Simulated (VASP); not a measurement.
A run of VASP 6.6.1 is set up as follows.

INCAR

```
PREC = Accurate
ENCUT = 500
EDIFF = 1E-6
ISMEAR = 0
SIGMA = 0.15
LREAL = F
LASPH = T
NELM = 120
ALGO = Normal
ISIF = 2
LWAVE = F
LCHARG = F
GGA = PE
NBANDS = 40
GGA_COMPAT = F
```

KPOINTS

```
regular mesh
0
Gamma
  4 4 1
```

Contents of POSCAR:

```
Si3Bi2TeSe2
1.0
    3.5078748962     -0.0000000028      0.0000000000
   -1.7539374456      3.0379087748      0.0000000000
    0.0000000000      0.0000000000     18.3210108080
Si Bi Te Se
3 2 1 2
Direct
    0.6666666667      0.3333333333      0.3684906122
    0.6666666667      0.3333333333      0.1018416151
    0.0000000000      0.0000000000      0.9105217456
    0.0000000000      0.0000000000      0.2433681963
    0.6666666667      0.3333333333      0.7895047856
    0.0000000000      0.0000000000      0.6235667907
    0.3333333333      0.6666666667      0.4449055522
    0.3333333333      0.6666666667      0.0178007424
```

Potentials or basis: VASP PAW PBE potentials, release 64 (Si, Bi_d, Te, Se).

Command:

```bash
$ cat potpaw_PBE.64/Si/POTCAR potpaw_PBE.64/Bi_d/POTCAR potpaw_PBE.64/Te/POTCAR potpaw_PBE.64/Se/POTCAR > POTCAR
$ mpirun -np 1 vasp_std > vasp.out
```

Question: Estimate the largest force.

Answer: 0.052 eV/Å.

Question: Estimate the pressure.

Answer: 0.2 GPa.

Question: Predict the band gap on the k mesh.

Answer: Zero (band 30 reaches 9.16 eV, above the bottom of band 31 at 5.86 eV).

Forces on the atoms (eV/Å):
```
Si   0.000  0.000  0.028
Si   0.000  0.000 -0.052
Si   0.000  0.000  0.047
Bi   0.000  0.000  0.039
Bi   0.000  0.000 -0.023
Te   0.000  0.000 -0.040
Se   0.000  0.000 -0.001
Se   0.000  0.000  0.003
```

Caveat: the k points lie up to 0.52 Å⁻¹ apart; spin-orbit coupling is left out, which moves the levels of the heavy elements; this functional lacks dispersion, which binds the layers, so the pressure and a relaxed spacing across them are unreliable.
